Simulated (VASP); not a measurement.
## Lu: electric field gradients with r2SCAN

Crystal: Lu.

```
Lu
1.0
     3.51805    0.00000    0.00000
    -1.75903    3.04672    0.00000
     0.00000    0.00000    5.44608
Lu
2
Cartesian
  0.0000 2.0311 1.3615
  1.7590 1.0156 4.0846
```

| Item | Value |
| --- | --- |
| Program | VASP 6.6.1 |
| Task | electric field gradients |
| Functional | r2SCAN |
| Potentials or basis | VASP PAW PBE potentials, release 64 (Lu) |
| Cutoff | 520 eV |
| k mesh | 12 × 12 × 7 |
| Occupations | fermi-dirac, width 0.03 eV |
| Spin | no spin polarisation |
| Dipole correction | no |
| Further INCAR settings | ALGO = Normal; EDIFF = 1e-08; NBANDS = 32 |

The pressure is 0.0 GPa and the band gap on the k mesh is zero (bands 25 and 26 overlap by 1.76 eV). The largest electric field gradient by atom is Lu +84.3 V/Å².

Stress tensor (GPa, compression positive):
```
-0.18  0.00  0.00
 0.00 -0.18  0.00
 0.00  0.00  0.35
```

Levels at points of the mesh, in eV from the Fermi level:
```csv
k point,band 23,band 24,band 25,band 26,band 27,band 28
"(0.00, 0.00, 0.00)",-5.04,-2.37,0.60,2.42,2.42,2.99
"(0.50, 0.00, 0.00)",-2.40,-1.43,-0.82,-0.46,1.77,2.07
```

Electric field gradients, principal values (V/Å²):
```
atom    least   middle  greatest (by size)
1 Lu  -42.155  -42.155              84.310
2 Lu  -42.155  -42.155              84.310
```

Run time: 18 min on 1 thread of Oxide Virtual Turin-like Processor (shared host), peak memory 0.24 GiB.

Caveat: without QUAD_EFG the Cq values of the log hold for a quadrupole moment of 1 mb, not for the nuclei; the PAW data sets were made with another functional, which shifts forces and pressure a little; spin-orbit coupling is left out, which moves the levels of the heavy elements.
